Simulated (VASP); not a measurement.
# Ru (P6_3/mmc) in VASP: a series of runs, part 2 of 2

VASP 6.6.1. The steps go on from the part before.

## 5. Single point, PBEsol (volume scaled by 0.97)

Contents of INCAR:

```
SYSTEM = Ru
ALGO = Normal
EDIFF = 1E-7
ENCUT = 520
GGA = PS
ISIF = 2
ISMEAR = -1
LASPH = .True.
LCHARG = .False.
LREAL = .False.
LWAVE = .False.
NBANDS = 21
NELM = 100
PREC = Accurate
SIGMA = 0.03
```

Contents of KPOINTS:

```
k-points
0
Gamma
  14 14 8
  0 0 0
```

Contents of POSCAR:

```
Ru
1.0
    2.6784661590      0.0000000000      0.0000000000
   -1.3392330795      2.3196197369      0.0000000000
    0.0000000000      0.0000000000      4.2386455276
Ru
2
Direct
    0.3333333333      0.6666666667      0.2500000000
    0.6666666667      0.3333333333      0.7500000000
```

Potentials or basis: VASP PAW PBE potentials, release 64 (Ru_pv).

On the command line:

```console
$ cat potpaw_PBE.64/Ru_pv/POTCAR > POTCAR
$ mpirun -np 1 vasp_std > vasp.out
```

OUTCAR:

```text
SYSTEM = Ru
   EDIFF = 1E-7
   ENCUT = 520
   GGA = PS
   ISIF = 2
   ISMEAR = -1
   LASPH = .True.
   LREAL = .False.
   NELM = 100
   PREC = Accurate

 ion  position               nearest neighbor table
   1  0.333  0.667  0.250-   2 2.62   2 2.62   2 2.62   2 2.62   2 2.62   2 2.62
   2  0.667  0.333  0.750-   1 2.62   1 2.62   1 2.62   1 2.62   1 2.62   1 2.62

  LATTYP: Found a hexagonal cell.
 ALAT       =     2.6784661590
 C/A-ratio  =     1.5824898565

  Lattice vectors:

 A1 = (   2.6784661590,   0.0000000000,   0.0000000000)
 A2 = (  -1.3392330795,   2.3196197369,   0.0000000000)
 A3 = (   0.0000000000,   0.0000000000,   4.2386455276)

Analysis of symmetry for initial positions (statically):
=====================================================================
 Subroutine PRICEL returns:
 Original cell was already a primitive cell.

 Routine SETGRP: Setting up the symmetry group for a
 hexagonal supercell.

 Subroutine GETGRP returns: Found 24 space group operations
 (whereof 12 operations were pure point group operations)
 out of a pool of 24 trial point group operations.

The static configuration has the point symmetry D_3d.
 The point group associated with its full space group is D_6h.

Analysis of symmetry for dynamics (positions and initial velocities):
=====================================================================
 Subroutine PRICEL returns:
 Original cell was already a primitive cell.

 Routine SETGRP: Setting up the symmetry group for a
 hexagonal supercell.

 Subroutine GETGRP returns: Found 24 space group operations
 (whereof 12 operations were pure point group operations)
 out of a pool of 24 trial point group operations.

The dynamic configuration has the point symmetry D_3d.
 The point group associated with its full space group is D_6h.

 Subroutine INISYM returns: Found 24 space group operations
 (whereof 12 operations are pure point group operations),
 and found     1 'primitive' translations

----------------------------------------------------------------------------------------

                                     Primitive cell

  volume of cell :      26.3348

  direct lattice vectors                    reciprocal lattice vectors
     2.678466159  0.000000000  0.000000000     0.373348006  0.215552572  0.000000000
    -1.339233080  2.319619737  0.000000000     0.000000000  0.431105144  0.000000000
     0.000000000  0.000000000  4.238645528     0.000000000  0.000000000  0.235924423

  length of vectors
     2.678466159  2.678466159  4.238645528     0.431105144  0.431105144  0.235924423

  position of ions in fractional coordinates (direct lattice)
     0.333333333  0.666666667  0.250000000
     0.666666667  0.333333333  0.750000000

  ion indices of the primitive-cell ions
   primitive index   ion index
                 1           1
                 2           2

----------------------------------------------------------------------------------------

 KPOINTS: k-points

Automatic generation of k-mesh.
 Grid dimensions read from file:
 generate k-points for:   14   14    8

 Generating k-lattice:

  Cartesian coordinates                     Fractional coordinates (reciprocal lattice)
     0.026667715  0.015396612  0.000000000     0.071428571  0.000000000  0.000000000
     0.000000000  0.030793225  0.000000000     0.000000000  0.071428571  0.000000000
     0.000000000  0.000000000  0.029490553     0.000000000  0.000000000  0.125000000

  Length of vectors
     0.030793225  0.030793225  0.029490553

  Shift w.r.t. Gamma in fractional coordinates (k-lattice)
     0.000000000  0.000000000  0.000000000

 Subroutine IBZKPT returns following result:
 ===========================================

 Found    120 irreducible k-points:

 Following reciprocal coordinates:
            Coordinates               Weight
  0.000000  0.000000  0.000000      1.000000
  0.071429  0.000000  0.000000      6.000000
  0.142857  0.000000  0.000000      6.000000
  0.214286 -0.000000  0.000000      6.000000
  0.285714 -0.000000  0.000000      6.000000
  0.357143  0.000000  0.000000      6.000000
[... 16 lines left out ...]
  0.285714  0.285714  0.000000      6.000000
  0.357143  0.285714  0.000000      6.000000
 [... further k-points ...]
   k-points           NKPTS =    120   k-points in BZ     NKDIM =    120   number of bands    NBANDS=     21
   number of dos      NEDOS =    301   number of ions     NIONS =      2
   total plane-waves  NPLWV =  12800
   dimension x,y,z NGX =    20 NGY =   20 NGZ =   32
   dimension x,y,z NGXF=    40 NGYF=   40 NGZF=   64
   ions per type =               2
   NGX,Y,Z   is equivalent  to a cutoff of  12.41, 12.41, 12.55 a.u.
   NGXF,Y,Z  is equivalent  to a cutoff of  24.83, 24.83, 25.10 a.u.
 SYSTEM =  Ru
   PREC   = accura    normal or accurate (medium, high low for compatibility)
   ISTART =      0    job   : 0-new  1-cont  2-samecut
   ICHARG =      2    charge: 1-file 2-atom 10-const
   ISPIN  =      1    spin polarized calculation?
   LNONCOLLINEAR =      F non collinear calculations
   LSORBIT =      F    spin-orbit coupling
   LASPH  =      T    aspherical Exc in radial PAW
   ENCUT  =  520.0 eV  38.22 Ry    6.18 a.u.   4.98  4.98  7.88*2*pi/ulx,y,z
   NELM   =    100;   NELMIN=  2; NELMDL= -5     # of ELM steps
   EDIFF  = 0.1E-06   stopping-criterion for ELM
   LREAL  =      F    real-space projection
   EDIFFG = 0.1E-05   stopping-criterion for IOM
   NSW    =      0    number of steps for IOM
   IBRION =     -1    ionic relax: 0-MD 1-quasi-New 2-CG
   NFREE  =      0    steps in history (QN), initial steepest desc. (CG)
   ISIF   =      2    stress and relaxation
   ISYM   =      2    0-nonsym 1-usesym 2-fastsym
   POTIM  = 0.5000    time-step for ionic-motion
   TEBEG  =    0.0;   TEEND  =   0.0 temperature during run
   PSTRESS=    0.0 pullay stress
   NELECT =      28.0000    total number of electrons
   NUPDOWN=      -1.0000    fix difference up-down
   EMIN   =  10.00;   EMAX   =-10.00  energy-range for DOS
   EFERMI =   0.00;   METHOD = LEGACY
   ISMEAR =    -1;   SIGMA  =   0.03  broadening in eV -4-tet -1-fermi 0-gaus
   EFERMI_NEDOS =   21; number of points for ismear=-14 and -15
   IALGO  =     38    algorithm
   IMIX   =      4    mixing-type and parameters
     AMIX     =   0.40;   BMIX     =  1.00
     AMIX_MAG =   1.60;   BMIX_MAG =  1.00
  volume/ion in A,a.u.               =      13.17        88.86
  Fermi-wavevector in a.u.,A,eV,Ry     =   1.670901  3.157546 37.986262  2.791911
  Thomas-Fermi vector in A             =   2.756318
   LORBIT       =      0    0 simple, 1 ext, 2 COOP (PROOUT), +10 PAW based schemes
   GGA     = PS    functional components
   LHFCALC =     F    Hartree Fock is set to
   AEXX    =    0.0000 exact exchange contribution
   IVDW    =     0    specifies the selected vdW correction
   LEPSILON=     F    determine dielectric tensor
   LRPA    =     F    only Hartree local field effects (RPA)
 non-spin polarized calculation
  energy-cutoff  :      520.00
  volume of cell :       26.33
 maximum number of plane-waves:       728
 NGX is ok and might be reduce to    20
   NGX =  9   NGY =  9   NGZ = 15

 number of electron      27.9999993 magnetization

 Free energy of the ion-electron system (eV)
  ---------------------------------------------------
  ext. energy  EPLUGINS =         0.00000000
  ---------------------------------------------------
  free energy    TOTEN  =       -20.33466294 eV

  energy without entropy =      -20.32809814  energy(sigma->0) =      -20.33138054

 E-fermi :  13.2524     XC(G=0): -14.4713

 val. band max:       13.2348680282   @ k =   0.2857   0.1429   0.1250
 cond. band min:      13.2591256421   @ k =   0.0000   0.0000   0.3750
 fundamental gap:      0.0242576139
 Fermi energy:        13.2524036282

 k-point     1 :       0.0000    0.0000    0.0000
  band No.  band energies     occupation
      1     -30.4616      2.00000
      2     -29.4164      2.00000
      3     -29.4164      2.00000
      4     -29.2284      2.00000
      5     -29.2284      2.00000
      6     -29.1899      2.00000
[... 13 lines left out ...]
     20      23.5096      0.00000
     21      23.9531      0.00000

 k-point     2 :       0.0714    0.0000    0.0000
  band No.  band energies     occupation
      1     -30.4422      2.00000
      2     -29.4579      2.00000
      3     -29.4304      2.00000
      4     -29.2717      2.00000
      5     -29.2340      2.00000
      6     -29.1988      2.00000
[... 520 lines left out ...]
 k-point    24 :       0.3571    0.2857    0.0000
  band No.  band energies     occupation
      1     -30.1079      2.00000
      2     -29.9048      2.00000
      3     -29.8999      2.00000
      4     -29.7582      2.00000
      5     -29.6669      2.00000
      6     -29.6554      2.00000
[... 13 lines left out ...]
     20      23.5105      0.00000
     21      23.5111      0.00000

 [... further k-points ...]
[... 5 lines left out ...]
  --------------------------------------------------------------------------------------
  -------------------------------------------------------------------------------------
  Total        0.7587335      0.7587335      0.5065617      0.0000000      0.0000000     -0.0000000
  in kB       46.1604228     46.1604228     30.8185971      0.0000000      0.0000000     -0.0000000
  external PRESSURE =      41.0464809 kB  Pullay stress =       0.0000000 kB

 VOLUME and BASIS-vectors are now :
 -----------------------------------------------------------------------------
  energy-cutoff  :      520.00
  volume of cell :       26.33
      direct lattice vectors                 reciprocal lattice vectors
     2.678466159  0.000000000  0.000000000     0.373348006  0.215552572  0.000000000
    -1.339233080  2.319619737  0.000000000     0.000000000  0.431105144  0.000000000
     0.000000000  0.000000000  4.238645528     0.000000000  0.000000000  0.235924423

 POSITION                                       TOTAL-FORCE (eV/Angst)
 -----------------------------------------------------------------------------------
     -0.00000      1.54641      1.05966        -0.000000      0.000000      0.000000
      1.33923      0.77321      3.17898         0.000000     -0.000000      0.000000
 -----------------------------------------------------------------------------------
    total drift:                               -0.000000      0.000000     -0.000000

  FREE ENERGIE OF THE ION-ELECTRON SYSTEM (eV)
  ---------------------------------------------------
  free  energy   TOTEN  =       -20.3346629433 eV

  energy  without entropy=      -20.3280981380  energy(sigma->0) =      -20.33138054
```

stdout:

```text
POSCAR found type information on POSCAR Ru
 POSCAR found :  1 types and       2 ions
 scaLAPACK will be used
 -----------------------------------------------------------------------------
|                                                                             |
|                                                                             |
|     You enforced a specific xc type in the INCAR file but a different       |
|     I HOPE YOU KNOW WHAT YOU ARE DOING!                                     |
|                                                                             |
 -----------------------------------------------------------------------------

 LDA part: xc-table for (Slater+PW92), standard interpolation
 POSCAR, INCAR and KPOINTS ok, starting setup
 FFT: planning ... GRIDC
 FFT: planning ... GRID_SOFT
 FFT: planning ... GRID
 WAVECAR not read
 entering main loop
```

Run time: 25 s. Hardware: 1 thread of AMD EPYC 9R45 (Zen 5), shared host; peak memory 0.14 GiB.

Results:

* Free energy: -20.3347 eV
* Pressure: 4.1 GPa
* Band gap on the k mesh: zero (band 14 reaches 14.99 eV, above the bottom of band 15 at 11.69 eV)

Stress tensor (GPa, compression positive):
```
4.62 0.00 0.00
0.00 4.62 0.00
0.00 0.00 3.08
```

Caveat: the PAW data sets were made with another functional, which shifts forces and pressure a little.

## 6. The runs side by side

```tsv
cell	gap on the mesh (eV)	pressure (GPa)
a = 2.706, b = 2.706, c = 4.239 Å, angles 90.0, 90.0, 120.0°, 2 atoms	none	-2.8
a = 2.706, b = 2.706, c = 4.368 Å, angles 90.0, 90.0, 120.0°, 2 atoms	none	-12.4
a = 2.651, b = 2.651, c = 4.195 Å, angles 90.0, 90.0, 120.0°, 2 atoms	none	16.4
a = 2.678, b = 2.678, c = 4.239 Å, angles 90.0, 90.0, 120.0°, 2 atoms	none	4.1
```

Alike in all rows: task single point; level PBEsol; potentials or basis VASP PAW PBE potentials, release 64 (Ru_pv); no spin polarisation; k mesh 14 × 14 × 8; cutoff (eV) 520; smearing fermi-dirac 0.03 eV.

Caveats: the PAW data sets were made with another functional, which shifts forces and pressure a little.

Absolute energies hang on the potentials; compare differences alone.
